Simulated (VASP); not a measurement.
Zr: single point with PBEsol

The system is Zr, a wire with vacuum.

```xyz
1
Lattice="7.8707 0.0000 0.0000 0.0000 3.5199 0.0000 0.0000 0.0000 16.0000" Properties=species:S:1:pos:R:3 pbc="T T T"
Zr    0.0000    0.0000    8.0000
```

```
Program                : VASP 6.6.1
Task                   : single point
Functional             : PBEsol
Potentials or basis    : VASP PAW PBE potentials, release 64 (Zr_sv)
Cutoff                 : 520 eV
k mesh                 : 5 × 10 × 1
Occupations            : fermi-dirac, width 0.05 eV
Spin                   : no spin polarisation
Dipole correction      : yes
Further INCAR settings : ALGO = Normal; EDIFF = 1e-07; NBANDS = 12
```

The band gap on the k mesh is zero (bands 6 and 7 overlap by 0.16 eV).

Levels at points of the mesh, in eV from the Fermi level:
```csv
k point,band 4,band 5,band 6,band 7,band 8,band 9
"(0.00, 0.00, 0.00)",-27.72,-2.22,-0.19,0.00,0.02,1.21
"(0.00, 0.50, 0.00)",-27.90,-0.39,-0.38,0.42,0.45,0.46
```

It took 3.5 min on 1 thread of Intel Xeon 8259CL, on a shared host, peak memory 0.49 GiB.
